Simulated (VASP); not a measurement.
Wanted: the native input for a VASP 6.6.1 run.

```
Task                   : relaxation of cell and atoms
Functional             : r2SCAN
Potentials or basis    : VASP PAW PBE potentials, release 64 (W_sv)
Cutoff                 : 600 eV
k mesh                 : 6 × 6 × 4
Occupations            : gaussian, width 0.1 eV
Spin                   : no spin polarisation
Dipole correction      : no
Further INCAR settings : ALGO = Normal; EDIFF = 1e-07; IBRION = 2; EDIFFG = -0.04; NSW = 90; ISIF = 3
```

The system is W.

```
W
1.0
     2.65715   -1.75618    0.00000
     2.65715    1.75618    0.00000
     0.00000    0.00000    7.16388
W
4
Direct
  0.85000 0.15000 0.11700
  0.65000 0.35000 0.61700
  0.15000 0.85000 0.88300
  0.35000 0.65000 0.38300
```

These files were run (other wordings do the same):

POSCAR

```
W
1.0
    2.6571548570     -1.7561760909      0.0000000000
    2.6571548570      1.7561760909      0.0000000000
    0.0000000000      0.0000000000      7.1638799453
W
4
Direct
    0.8500000000      0.1500000000      0.1170000000
    0.6500000000      0.3500000000      0.6170000000
    0.1500000000      0.8500000000      0.8830000000
    0.3500000000      0.6500000000      0.3830000000
```

INCAR.step1

```
SYSTEM = W
PREC = Accurate
ENCUT = 600
ISMEAR = 0
SIGMA = 0.1
LREAL = .False.
LASPH = .True.
NELM = 80
GGA = PE
ALGO = Normal
EDIFF = 1E-4
LWAVE = .True.
LCHARG = .False.
```

INCAR.step2

```
SYSTEM = W
PREC = Accurate
ENCUT = 600
EDIFF = 1E-7
ISMEAR = 0
SIGMA = 0.1
LREAL = .False.
LASPH = .True.
NELM = 80
ALGO = Normal
ISIF = 3
LWAVE = .False.
LCHARG = .False.
METAGGA = R2SCAN
LMIXTAU = .True.
IBRION = 2
NSW = 90
EDIFFG = -0.04
ISTART = 1
```

KPOINTS

```
regular mesh
0
Gamma
  6 6 4
  0 0 0
```

Potentials or basis: VASP PAW PBE potentials, release 64 (W_sv).

The run is started by

```console
$ cat potpaw_PBE.64/W_sv/POTCAR > POTCAR
$ cp INCAR.step1 INCAR
$ mpirun -np 1 vasp_std > vasp.out
$ cp INCAR.step2 INCAR
$ mpirun -np 1 vasp_std > vasp.out
```

Results of the run:

| Property | Result |
| --- | --- |
| Relaxed volume | 15.91 Å³/atom |
| Relaxed cell | a = 2.731 Å, b = 2.731 Å, c = 9.032 Å, α = 90.00°, β = 90.00°, γ = 70.84° |
| Space group after relaxing (to 0.1 Å) | Im-3m (No. 229) |
| Energy gained by relaxing | 2635.6 meV/atom |
| Ionic steps | 28 |
| Pressure after relaxing | 0.2 GPa |
| Band gap on the k mesh | zero (bands 28 and 29 overlap by 2.17 eV) |

Caveat: a cell axis changed by over 15 % at a fixed basis, so the end point is rough; the PAW data sets were made with another functional, which shifts forces and pressure a little; spin-orbit coupling is left out, which moves the levels of the heavy elements.

Wall time 89 min on 1 thread of Intel(R) Xeon(R) 6975P-C (Granite Rapids), on a shared host, peak memory 0.27 GiB.
